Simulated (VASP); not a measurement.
Runs of VASP 6.6.1 on Nb. The structure is that of space group Pm-3m (No. 221), or close to it. The cells are those of the table. 

| cell | k mesh | gap on the mesh (eV) | pressure (GPa) |
| --- | --- | --- | --- |
| a = 2.709 Å, 1 atom | 19 × 19 × 19 | none | (a) |
| a = 2.673 Å, 1 atom | 13 × 13 × 13 | none | (b) |
| a = 2.745 Å, 1 atom | 13 × 13 × 13 | none | -5.4 |
| a = 2.780 Å, 1 atom | 13 × 13 × 13 | none | -9.3 |
| a = 2.635 Å, 1 atom | 13 × 13 × 13 | none | 12.6 |

Alike in all rows: task single point; level r2SCAN; potentials or basis VASP PAW PBE potentials, release 64 (Nb_sv); no spin polarisation; cutoff (eV) 520; smearing fermi-dirac 0.1 eV.

**Question.** Estimate the missing entries.

**Answer.** (a) -0.1; (b) 5.3.

Caveats: the PAW data sets were made with another functional, which shifts forces and pressure a little.

A k mesh can miss the band edges, and the runs leave out spin-orbit coupling on Nb.

A gap of «none» marks levels without a gap at the run's occupations.
